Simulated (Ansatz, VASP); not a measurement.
One calculation of C, two programs

File INCAR:

```
ALGO = Normal ; EDIFF = 1E-7
ENCUT = 520 ; GGA = PS
ISIF = 2 ; ISMEAR = 0
LASPH = T ; LCHARG = F
LREAL = F ; LWAVE = F
NBANDS = 11 ; NELM = 80
PREC = Accurate ; SIGMA = 0.15
```

File KPOINTS:

```
k-points
0
Gamma
  24 24 6
```

POSCAR

```
C
1.0
    2.4561701622      0.0000000000      0.0000000000
   -1.2280850811      2.0207504687      0.0000000000
    0.0000000000      0.0000000000      8.5238033600
C
2
Direct
    0.3333333333      0.6666666667      0.0000000000
    0.6666666667      0.3333333333      0.0000000000
```

Input for Ansatz:

```yaml
crystal:
  lattice:
    - [2.4561701622, 0.0, 0.0]
    - [-1.2280850811, 2.0207504687, 0.0]
    - [0.0, 0.0, 8.52380336]
  atoms:
    - { symbol: C, position: [0.3333333333, 0.6666666667, 0.0] }
    - { symbol: C, position: [0.6666666667, 0.3333333333, 0.0] }
basis:
  ecutwfc: 420
kpoints:
  mp_grid: { grid: [24, 24, 6] }
hamiltonian:
  xc: pbesol
scf:
  occupations: { method: gaussian, width: 0.15 }
output:
  forces: true
  stress: true
  eigenvalues: true
```

Change from the starting cell: strain -0.0500 x Voigt [0, 1, 0, 0, 0, 0], atoms carried along.

Alike in both runs: task single point; functional PBEsol; k mesh 24 × 24 × 6; occupations gaussian, width 0.15 eV; no spin polarisation.

|  | VASP | Ansatz |
| --- | --- | --- |
| version | VASP 6.6.1 | Ansatz 0.2.0 |
| potentials or method | VASP PAW PBE potentials, release 64 (C), cutoff 520 eV | scalar-relativistic, plane waves, PAW |
| valence electrons in the cell | 8 | 8 |

Ansatz gave:

| Item | Value |
| --- | --- |
| gap on the k mesh at the Fermi level (eV) | 0.73 |
| least direct gap on the mesh (eV) | 0.73 |
| rms of the force components (eV/Å) | 0.647 |

**Question.** What did VASP give for the same quantities?

**Answer.** gap on the k mesh at the Fermi level (eV): 0.73; least direct gap on the mesh (eV): 0.73; rms of the force components (eV/Å): 0.653.

VASP's potentials were made for PBE, not for PBEsol. Atom by atom the forces differ by 0.005 eV/Å (rms over components).
